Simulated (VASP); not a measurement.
Set up this calculation in VASP 6.6.1, as the native input.

```
Task                   : single point
Functional             : PBEsol
Potentials or basis    : VASP PAW PBE potentials, release 64 (Y_sv, Al, N)
Cutoff                 : 520 eV
k mesh                 : 6 × 6 × 6
Occupations            : gaussian, width 0.01 eV
Spin                   : no spin polarisation
Dipole correction      : no
Further INCAR settings : LREAL = Auto; ALGO = Normal; EDIFF = 1e-07; NBANDS = 50
```

The structure of YAl7N8 lies in POSCAR:

```
YAl7N8
1.0
    3.1921404571     -0.0214751083      5.0848961774
    3.1921404571      0.0214751083     -5.0848961774
   -3.1921404571      5.5642344291     -0.0233967361
Y Al N
1 7 8
Direct
    0.1405171200      0.1937970212      0.3343141322
    0.1406324489      0.1940303182      0.8336061645
    0.6395420551      0.6931632498      0.3327052959
    0.6395758553      0.6929737246      0.8336061645
    0.0568576566      0.6095417369      0.1659374716
    0.5563957257      0.1090798060      0.1659374716
    0.0563131337      0.6109895105      0.6673026532
    0.5576477453      0.1092471633      0.6668949176
    0.3866214355      0.9469499704      0.3335713970
    0.8844148797      0.4486910912      0.3331059619
    0.3842527224      0.9497992073      0.8330771348
    0.8832779366      0.4488244214      0.8330771348
    0.3015507784      0.3673061183      0.1648624524
    0.3012736172      0.3690529519      0.6703265781
    0.7975563251      0.8633116651      0.1648624524
    0.8015705645      0.8652420439      0.6668126174
```

This cell differs from its parent crystal: atoms displaced along a vibrational mode.

These files were run (other wordings do the same):

INCAR

```
PREC = Accurate ; ENCUT = 520
EDIFF = 1E-7 ; ISMEAR = 0
SIGMA = 0.01 ; LREAL = Auto
LASPH = True ; NELM = 80
ALGO = Normal ; ISIF = 2
LWAVE = False ; LCHARG = False
GGA = PS ; NBANDS = 50
```

KPOINTS

```
regular mesh
0
Gamma
  6 6 6
```

Potentials or basis: VASP PAW PBE potentials, release 64 (Y_sv, Al, N).

Launch:

```sh
$ cat potpaw_PBE.64/Y_sv/POTCAR potpaw_PBE.64/Al/POTCAR potpaw_PBE.64/N/POTCAR > POTCAR
$ mpirun -np 1 vasp_std > vasp.out
```

It gave:

```yaml
Pressure: 11.3 GPa
Largest_force: 8.137 eV/Å
Band_gap_on_the_k_mesh: 2.10 eV
```

Caveat: the cell differs from its parent crystal (atoms displaced along a vibrational mode); the cell stands under pressure; the PAW data sets were made with another functional, which shifts forces and pressure a little.

It took 13 min on 1 thread of Intel(R) Xeon(R) 6975P-C (Granite Rapids) (shared host), peak memory 0.57 GiB.
